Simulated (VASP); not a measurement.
Pd: single point with r2SCAN

Crystal: Pd.

```
CELL_PARAMETERS angstrom
0.00000 1.95585 1.95585
1.95585 0.00000 1.95585
1.95585 1.95585 0.00000
ATOMIC_POSITIONS crystal
Pd 0.00000 0.00000 0.00000
```

| Item | Value |
| --- | --- |
| Program | VASP 6.6.1 |
| Task | single point |
| Functional | r2SCAN |
| Potentials or basis | VASP PAW PBE potentials, release 64 (Pd) |
| Cutoff | 520 eV |
| k mesh | 5 × 5 × 5 |
| Occupations | fermi-dirac, width 0.1 eV |
| Spin | no spin polarisation |

```yaml
Pressure: 3.2 GPa
Band_gap_on_the_k_mesh: zero (band 5 reaches 9.42 eV, above the bottom of band 6 at 8.13 eV)
```

Levels at points of the mesh, in eV from the Fermi level:
| k point | band 1 | band 2 | band 3 | band 4 | band 5 | band 6 | band 7 | band 8 | band 9 | band 10 |
| --- | --- | --- | --- | --- | --- | --- | --- | --- | --- | --- |
| (0.00, 0.00, 0.00) | -7.11 | -2.85 | -2.85 | -2.85 | -1.27 | -1.27 | 17.98 | 22.58 | 22.87 | 22.87 |

It took 9 s on 1 thread of Intel(R) Xeon(R) 6975P-C (Granite Rapids), on a shared host, peak memory 0.14 GiB.

Caveat: the k points lie up to 0.56 Å⁻¹ apart; the PAW data sets were made with another functional, which shifts forces and pressure a little.
